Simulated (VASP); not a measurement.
Nb, 3 atoms in the cell. The structure is hexagonal, space group P6/mmm (No. 191). The conventional cell has a = 4.880 Å, b = 4.880 Å, c = 2.687 Å, α = 90.00°, β = 90.00°, γ = 120.00°. Nb (site symmetry 6/mmm) has 14 Nb at 2.69 to 3.12 Å within 3.5 Å. Nb (site symmetry -6m2) has 11 Nb at 2.69 to 3.12 Å within 3.5 Å. This isn't the form of Nb at room conditions, which is bcc.

| Quantity | Value |
| --- | --- |
| Program | VASP 6.6.1 |
| Task | single point |
| Functional | PBE |
| Potentials or basis | VASP PAW PBE potentials, release 64 (Nb_sv) |
| Cutoff | 520 eV |
| k mesh | 10 × 10 × 15 |
| Occupations | fermi-dirac, width 0.05 eV |
| Spin | collinear spin |
| Starting moments | [1.0, 1.0, 1.0] μB |
| Dipole correction | no |
| Further INCAR settings | ALGO = Normal; EDIFF = 1e-06; NBANDS = 30 |

Potentials or basis: VASP PAW PBE potentials, release 64 (Nb_sv).

Run with:

```console
$ cat potpaw_PBE.64/Nb_sv/POTCAR > POTCAR
$ mpirun -np 1 vasp_std > vasp.out
```

Hardware: 1 thread of Intel(R) Xeon(R) 6975P-C (Granite Rapids), on a shared host.

**Question.** How long does it take, and how much memory?

**Answer.** Wall time 120 s on 1 thread of Intel(R) Xeon(R) 6975P-C (Granite Rapids), with other jobs on the host, peak memory 0.35 GiB. Counts: scf iterations 14, k points 112.
